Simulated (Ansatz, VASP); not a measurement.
**Two plane-wave programs on InSb**

```
CELL_PARAMETERS angstrom
0.00000 3.34338 3.34338
3.34338 0.00000 3.34338
3.34338 3.34338 0.00000
ATOMIC_POSITIONS crystal
In 0.00000 0.00000 0.00000
Sb 0.25000 0.25000 0.25000
```

Alike in both runs: functional r2SCAN; k mesh 9 × 9 × 9; occupations fermi-dirac, width 0.1 eV; no spin polarisation.

Ansatz relaxed the structure, and its values are those at the end. VASP's run is a single point on that final structure, the one shown.

|  | VASP | Ansatz |
| --- | --- | --- |
| version | VASP 6.6.1 | Ansatz 0.2.0 |
| potentials or method | VASP PAW PBE potentials, release 64 (In_d, Sb), cutoff 520 eV | PAW plane waves |
| valence electrons in the cell | 18 | 28 |

|  | VASP | Ansatz | Ansatz less VASP |
| --- | --- | --- | --- |
| pressure (GPa) | -2.2 | -2.2 | +0.03 |

VASP's potentials were made for PBE, not for r2SCAN. With one functional, cell and mesh, what is left measures potentials, basis and numerics. VASP's potentials hold 18 valence electrons a cell and Ansatz's 28, so a difference there can come from the potentials and not from the codes. Ansatz's warnings: stress scf threshold loose.

Spin-orbit coupling is off throughout.
